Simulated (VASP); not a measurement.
# Ru (P6_3/mmc) in VASP: a series of runs

Ru is run at these levels: LDA; tasks: relaxation of cell and atoms, single point.

All numbers are computed with VASP 6.6.1; they aren't measurements. Logs are shortened: lines on timing, memory, paths and dates and some standing lists are left out, and cuts for length are marked.

**1. The cell of the first run**

Symmetry: P6_3/mmc, No. 194, hexagonal system. The conventional cell has a = 2.684 Å, b = 2.684 Å, c = 4.349 Å, α = 90.00°, β = 90.00°, γ = 120.00°. Ru (site symmetry -6m2) has 12 Ru at 2.67 to 2.68 Å within 3.5 Å.

**2. Relaxation of cell and atoms, LDA**

File INCAR:

```
SYSTEM = Ru
PREC = Accurate
ENCUT = 600
EDIFF = 1E-6
ISMEAR = -1
SIGMA = 0.08
LREAL = .FALSE.
LASPH = .TRUE.
NELM = 60
ALGO = Normal
ISIF = 3
LWAVE = .FALSE.
LCHARG = .FALSE.
GGA = CA
IBRION = 2
NSW = 60
EDIFFG = -0.005
```

File KPOINTS:

```
regular mesh
0
G
  19 19 10
  0 0 0
```

File POSCAR:

```
Ru
1.0
    2.6844463720      0.0000000000      0.0000000000
   -1.3422231860      2.3247987533      0.0000000000
    0.0000000000      0.0000000000      4.3488031227
Ru
2
Direct
    0.3333333333      0.6666666667      0.2500000000
    0.6666666667      0.3333333333      0.7500000000
```

Potentials or basis: VASP PAW LDA potentials, release 64 (Ru_pv).

Launch:

```sh
$ cat potpaw_LDA.64/Ru_pv/POTCAR > POTCAR
$ mpirun -np 1 vasp_std > vasp.out
```

OUTCAR:

```text
SYSTEM = Ru
   PREC = Accurate
   ENCUT = 600
   EDIFF = 1E-6
   ISMEAR = -1
   LREAL = .FALSE.
   LASPH = .TRUE.
   NELM = 60
   ISIF = 3
   GGA = CA
   IBRION = 2
   NSW = 60
   EDIFFG = -0.005

 ion  position               nearest neighbor table
   1  0.333  0.667  0.250-   2 2.67   2 2.67   2 2.67   2 2.67   2 2.67   2 2.67
   2  0.667  0.333  0.750-   1 2.67   1 2.67   1 2.67   1 2.67   1 2.67   1 2.67

  LATTYP: Found a hexagonal cell.
 ALAT       =     2.6844463720
 C/A-ratio  =     1.6200000000

  Lattice vectors:

 A1 = (   2.6844463720,   0.0000000000,   0.0000000000)
 A2 = (  -1.3422231860,   2.3247987533,   0.0000000000)
 A3 = (   0.0000000000,   0.0000000000,   4.3488031227)

Analysis of symmetry for initial positions (statically):
=====================================================================
 Subroutine PRICEL returns:
 Original cell was already a primitive cell.

 Routine SETGRP: Setting up the symmetry group for a
 hexagonal supercell.

 Subroutine GETGRP returns: Found 24 space group operations
 (whereof 12 operations were pure point group operations)
 out of a pool of 24 trial point group operations.

The static configuration has the point symmetry D_3d.
 The point group associated with its full space group is D_6h.

Analysis of symmetry for dynamics (positions and initial velocities):
=====================================================================
 Subroutine PRICEL returns:
 Original cell was already a primitive cell.

 Routine SETGRP: Setting up the symmetry group for a
 hexagonal supercell.

 Subroutine GETGRP returns: Found 24 space group operations
 (whereof 12 operations were pure point group operations)
 out of a pool of 24 trial point group operations.

The dynamic configuration has the point symmetry D_3d.
 The point group associated with its full space group is D_6h.

 Subroutine INISYM returns: Found 24 space group operations
 (whereof 12 operations are pure point group operations),
 and found     1 'primitive' translations

----------------------------------------------------------------------------------------

                                     Primitive cell

  volume of cell :      27.1400

  direct lattice vectors                    reciprocal lattice vectors
     2.684446372  0.000000000  0.000000000     0.372516289  0.215072380  0.000000000
    -1.342223186  2.324798753  0.000000000     0.000000000  0.430144759  0.000000000
     0.000000000  0.000000000  4.348803123     0.000000000  0.000000000  0.229948326

  length of vectors
     2.684446372  2.684446372  4.348803123     0.430144759  0.430144759  0.229948326

  position of ions in fractional coordinates (direct lattice)
     0.333333333  0.666666667  0.250000000
     0.666666667  0.333333333  0.750000000

  ion indices of the primitive-cell ions
   primitive index   ion index
                 1           1
                 2           2

----------------------------------------------------------------------------------------

 KPOINTS: regular mesh

Automatic generation of k-mesh.
 Grid dimensions read from file:
 generate k-points for:   19   19   10

 Generating k-lattice:

  Cartesian coordinates                     Fractional coordinates (reciprocal lattice)
     0.019606120  0.011319599  0.000000000     0.052631579 -0.000000000  0.000000000
     0.000000000  0.022639198  0.000000000     0.000000000  0.052631579  0.000000000
     0.000000000  0.000000000  0.022994833     0.000000000  0.000000000  0.100000000

  Length of vectors
     0.022639198  0.022639198  0.022994833

  Shift w.r.t. Gamma in fractional coordinates (k-lattice)
     0.000000000  0.000000000  0.000000000

 Subroutine IBZKPT returns following result:
 ===========================================

 Found    240 irreducible k-points:

 Following reciprocal coordinates:
            Coordinates               Weight
  0.000000  0.000000  0.000000      1.000000
  0.052632  0.000000  0.000000      6.000000
  0.105263  0.000000  0.000000      6.000000
  0.157895  0.000000  0.000000      6.000000
  0.210526 -0.000000  0.000000      6.000000
  0.263158  0.000000  0.000000      6.000000
[... 16 lines left out ...]
  0.263158  0.105263  0.000000     12.000000
  0.315789  0.105263  0.000000     12.000000
 [... further k-points ...]
   k-points           NKPTS =    240   k-points in BZ     NKDIM =    240   number of bands    NBANDS=     18
   number of dos      NEDOS =    301   number of ions     NIONS =      2
   total plane-waves  NPLWV =  20736
   dimension x,y,z NGX =    24 NGY =   24 NGZ =   36
   dimension x,y,z NGXF=    48 NGYF=   48 NGZF=   72
   ions per type =               2
   NGX,Y,Z   is equivalent  to a cutoff of  14.86, 14.86, 13.76 a.u.
   NGXF,Y,Z  is equivalent  to a cutoff of  29.73, 29.73, 27.52 a.u.
 SYSTEM =  Ru
   PREC   = accura    normal or accurate (medium, high low for compatibility)
   ISTART =      0    job   : 0-new  1-cont  2-samecut
   ICHARG =      2    charge: 1-file 2-atom 10-const
   ISPIN  =      1    spin polarized calculation?
   LNONCOLLINEAR =      F non collinear calculations
   LSORBIT =      F    spin-orbit coupling
   LASPH  =      T    aspherical Exc in radial PAW
   ENCUT  =  600.0 eV  44.10 Ry    6.64 a.u.   5.36  5.36  8.69*2*pi/ulx,y,z
   NELM   =     60;   NELMIN=  2; NELMDL= -5     # of ELM steps
   EDIFF  = 0.1E-05   stopping-criterion for ELM
   LREAL  =      F    real-space projection
   EDIFFG = -.5E-02   stopping-criterion for IOM
   NSW    =     60    number of steps for IOM
   IBRION =      2    ionic relax: 0-MD 1-quasi-New 2-CG
   NFREE  =      1    steps in history (QN), initial steepest desc. (CG)
   ISIF   =      3    stress and relaxation
   ISYM   =      2    0-nonsym 1-usesym 2-fastsym
   POTIM  = 0.5000    time-step for ionic-motion
   TEBEG  =    0.0;   TEEND  =   0.0 temperature during run
   PSTRESS=    0.0 pullay stress
   NELECT =      28.0000    total number of electrons
   NUPDOWN=      -1.0000    fix difference up-down
   EMIN   =  10.00;   EMAX   =-10.00  energy-range for DOS
   EFERMI =   0.00;   METHOD = LEGACY
   ISMEAR =    -1;   SIGMA  =   0.08  broadening in eV -4-tet -1-fermi 0-gaus
   EFERMI_NEDOS =   21; number of points for ismear=-14 and -15
   IALGO  =     38    algorithm
   IMIX   =      4    mixing-type and parameters
     AMIX     =   0.40;   BMIX     =  1.00
     AMIX_MAG =   1.60;   BMIX_MAG =  1.00
  volume/ion in A,a.u.               =      13.57        91.57
  Fermi-wavevector in a.u.,A,eV,Ry     =   1.654211  3.126005 37.231171  2.736414
  Thomas-Fermi vector in A             =   2.742517
   LORBIT       =      0    0 simple, 1 ext, 2 COOP (PROOUT), +10 PAW based schemes
   GGA     = CA    functional components
   LHFCALC =     F    Hartree Fock is set to
   AEXX    =    0.0000 exact exchange contribution
   IVDW    =     0    specifies the selected vdW correction
   LEPSILON=     F    determine dielectric tensor
   LRPA    =     F    only Hartree local field effects (RPA)
 conjugate gradient relaxation of ions
 non-spin polarized calculation
  energy-cutoff  :      600.00
  volume of cell :       27.14
 maximum number of plane-waves:       923
 NGX is ok and might be reduce to    24

--------------------------------------- Ionic step        1  -------------------------------------------

 number of electron      28.0000003 magnetization

 Free energy of the ion-electron system (eV)
  ---------------------------------------------------
  ext. energy  EPLUGINS =         0.00000000
  ---------------------------------------------------
  free energy    TOTEN  =       -21.35700862 eV

  energy without entropy =      -21.32436392  energy(sigma->0) =      -21.34068627

------------------------ aborting loop because EDIFF is reached ----------------------------------------

  FORCE on cell =-STRESS in cart. coord.  units (eV):
  Direction    XX          YY          ZZ          XY          YZ          ZX
  --------------------------------------------------------------------------------------
  -------------------------------------------------------------------------------------
  Total       -1.2248521     -1.2248521     -3.3595137      0.0000000      0.0000000      0.0000000
  in kB      -72.3076725    -72.3076725   -198.3248580      0.0000000      0.0000000      0.0000000
  external PRESSURE =    -114.3134010 kB  Pullay stress =       0.0000000 kB
[... 237 lines left out ...]
  energy  without entropy=      -21.3774597017  energy(sigma->0) =      -21.39306549

--------------------------------------- Ionic step        8  -------------------------------------------

 number of electron      27.9999993 magnetization

 Free energy of the ion-electron system (eV)
  ---------------------------------------------------
  ext. energy  EPLUGINS =         0.00000000
  ---------------------------------------------------
  free energy    TOTEN  =       -21.40867923 eV

  energy without entropy =      -21.37744789  energy(sigma->0) =      -21.39306356

 E-fermi :  13.3453     XC(G=0): -14.5904

 val. band max:       13.3450993291   @ k =   0.2105  -0.0000   0.4000
 cond. band min:      13.3468363827   @ k =   0.2105  -0.0000   0.3000
 fundamental gap:      0.0017370535
 Fermi energy:        13.3452609297

 k-point     1 :       0.0000    0.0000    0.0000
  band No.  band energies     occupation
      1     -30.2729      2.00000
      2     -29.2106      2.00000
      3     -29.2106      2.00000
      4     -29.0167      2.00000
      5     -29.0167      2.00000
      6     -28.9684      2.00000
[... 10 lines left out ...]
     17      14.5862      0.00000
     18      14.6887      0.00000
[... 466 lines left out ...]
      2     -29.8335      2.00000
      3     -29.7246      2.00000
      4     -29.4602      2.00000
      5     -29.2205      2.00000
      6     -29.1821      2.00000
[... 10 lines left out ...]
     17      15.6725      0.00000
     18      23.1594      0.00000

 [... further k-points ...]
[... 5 lines left out ...]
  --------------------------------------------------------------------------------------
  -------------------------------------------------------------------------------------
  Total        0.0072725      0.0072725      0.0073367      0.0000000      0.0000000      0.0000000
  in kB        0.4439391      0.4439391      0.4478561      0.0000000      0.0000000      0.0000000
  external PRESSURE =       0.4452448 kB  Pullay stress =       0.0000000 kB
[... 17 lines left out ...]
  FREE ENERGIE OF THE ION-ELECTRON SYSTEM (eV)
  ---------------------------------------------------
  free  energy   TOTEN  =       -21.4086792302 eV

  energy  without entropy=      -21.3774478901  energy(sigma->0) =      -21.39306356

 reached required accuracy - stopping structural energy minimisation
```

It took 9.1 min on 1 thread of Oxide Virtual Turin-like, shared host; peak memory 0.21 GiB.

Results:

- Free energy: -21.4087 eV
- Relaxed volume: 13.12 Å³/atom
- Relaxed cell: a = 2.677 Å, b = 2.677 Å, c = 4.228 Å, α = 90.00°, β = 90.00°, γ = 120.00°
- Space group after relaxing (to 0.05 Å): P6_3/mmc (No. 194)
- Energy gained by relaxing: 25.8 meV/atom
- Ionic steps: 8
- Pressure after relaxing: 0.0 GPa
- Band gap on the k mesh: zero (band 14 reaches 14.87 eV, above the bottom of band 15 at 11.58 eV)

The path:
```tsv
step	energy change (eV)	largest force (eV/Å)	pressure (GPa)	volume (Å³)
1	0.0000	0.0000	-11.43	27.14
2	0.4006	0.0000	54.32	23.49
3	-0.0473	0.0000	0.60	26.19
4	-0.0475	0.0000	1.37	26.14
5	-0.0481	0.0000	-1.19	26.35
6	-0.0517	0.0000	-0.08	26.25
7	-0.0517	0.0000	0.20	26.23
8	-0.0517	0.0000	0.04	26.25
```

Final structure:
```yaml
crystal:
  lattice:
    - [2.67719, 0.00000, 0.00000]
    - [-1.33860, 2.31852, 0.00000]
    - [0.00000, 0.00000, 4.22845]
  atoms:
    - { symbol: Ru, position: [0.33333, 0.66667, 0.25000] }
    - { symbol: Ru, position: [0.66667, 0.33333, 0.75000] }
```

Levels at points of the mesh, in eV from the Fermi level:
```
           k point  band 12  band 13  band 14  band 15  band 16  band 17
(0.00, 0.00, 0.00)    -2.04    -2.04    -1.50    -1.50     1.24     1.24
(0.00, 0.00, 0.50)    -2.95    -2.84    -2.84     0.57     0.57     0.57
```

**3. Single point, LDA**

This run uses another cell than the first one: it holds 4 atoms, not 2.

File INCAR:

```
  ALGO = Normal
  EDIFF = 1E-6
  ENCUT = 520
  ISIF = 2
  ISMEAR = -1
  LASPH = T
  LCHARG = F
  LREAL = F
  LWAVE = F
  NBANDS = 36
  NELM = 100
  PREC = Accurate
  SIGMA = 0.08
```

File KPOINTS:

```
k-points
0
Gamma
  14 9 8
```

File POSCAR:

```
Ru
1.0
   -1.3374664522      2.3165598486      0.0000000000
    0.0000000000      0.0000000000      4.2243485903
    4.0123993565      2.3165598486      0.0000000000
Ru
4
Direct
    0.5000000000      0.2500000000      0.1666666670
    0.0000000000      0.2500000000      0.6666666670
    0.0000000000      0.7500000000      0.3333333330
    0.5000000000      0.7500000000      0.8333333330
```

Potentials or basis: VASP PAW LDA potentials, release 64 (Ru_pv).

Launch:

```sh
$ cat potpaw_LDA.64/Ru_pv/POTCAR > POTCAR
$ mpirun -np 1 vasp_std > vasp.out
```

Wall time 4.3 min (1 thread of Oxide Virtual Turin-like, shared host); peak memory 0.31 GiB.

The run converged. Its results:

* Free energy: -42.8120 eV
* Pressure: 1.0 GPa
* Largest force: 0.013 eV/Å
* Band gap on the k mesh: zero (band 28 reaches 15.09 eV, above the bottom of band 29 at 12.30 eV)

Forces in eV/Å, atoms in the order of the input:
```
Ru  -0.011 -0.006  0.000
Ru  -0.011 -0.006  0.000
Ru   0.011  0.006  0.000
Ru   0.011  0.006  0.000
```

Stress tensor (GPa, compression positive):
```
 1.06 -0.18  0.00
-0.18  1.27  0.00
 0.00  0.00  0.79
```

Levels at points of the mesh, in eV from the Fermi level:
| k point | band 25 | band 26 | band 27 | band 28 | band 29 | band 30 | band 31 | band 32 |
| --- | --- | --- | --- | --- | --- | --- | --- | --- |
| (0.00, 0.00, 0.00) | -1.87 | -1.60 | -1.49 | -1.49 | 1.26 | 1.26 | 1.36 | 1.52 |
| (0.50, 0.00, 0.00) | -1.71 | -1.71 | 0.09 | 0.09 | 1.61 | 1.61 | 1.67 | 1.67 |
| (0.00, 0.00, 0.50) | -1.60 | -1.60 | -0.95 | -0.95 | -0.67 | -0.67 | -0.37 | -0.37 |
| (0.50, 0.00, 0.50) | -1.60 | -1.60 | 1.52 | 1.52 | 1.97 | 1.97 | 2.07 | 2.07 |
